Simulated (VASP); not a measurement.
Set up this calculation in VASP 6.6.1, as the native input.

```
Task                   : single point
Functional             : PBE
Potentials or basis    : VASP PAW PBE potentials, release 64 (Li_sv, Os)
Cutoff                 : 520 eV
k mesh                 : 21 × 21 × 6
Occupations            : gaussian, width 0.1 eV
Spin                   : no spin polarisation
Dipole correction      : no
Further INCAR settings : ALGO = Normal; EDIFF = 1e-06; NBANDS = 16
```

The structure of Li3Os lies in POSCAR:

```
Li3Os
1.0
    2.6833237014      0.0000000000      0.0000000000
   -1.3416618507      2.3238264920      0.0000000000
    0.0000000000      0.0000000000      9.7064903247
Li Os
3 1
Direct
    0.6666666667      0.3333333333      0.7285063231
    0.0000000000      0.0000000000      0.0000000000
    0.3333333333      0.6666666667      0.2714936769
    0.0000000000      0.0000000000      0.5000000000
```

The input as run:

INCAR

```
ALGO = Normal
EDIFF = 1E-6
ENCUT = 520
GGA = PE
ISIF = 2
ISMEAR = 0
LASPH = True
LCHARG = True
LELF = True
LREAL = False
LVHAR = True
LWAVE = False
NBANDS = 16
NELM = 100
PREC = Accurate
SIGMA = 0.1
```

KPOINTS

```
k-points
0
Gamma
  21 21 6
```

Potentials or basis: VASP PAW PBE potentials, release 64 (Li_sv, Os).

Command:

```sh
$ cat potpaw_PBE.64/Li_sv/POTCAR potpaw_PBE.64/Os/POTCAR > POTCAR
$ mpirun -np 1 vasp_std > vasp.out
```

Results of the run:

```yaml
Largest_force: 0.014 eV/Å
```

It took 100 s on 1 thread of Intel(R) Xeon(R) 6975P-C (Granite Rapids), with other jobs on the host, peak memory 0.36 GiB.
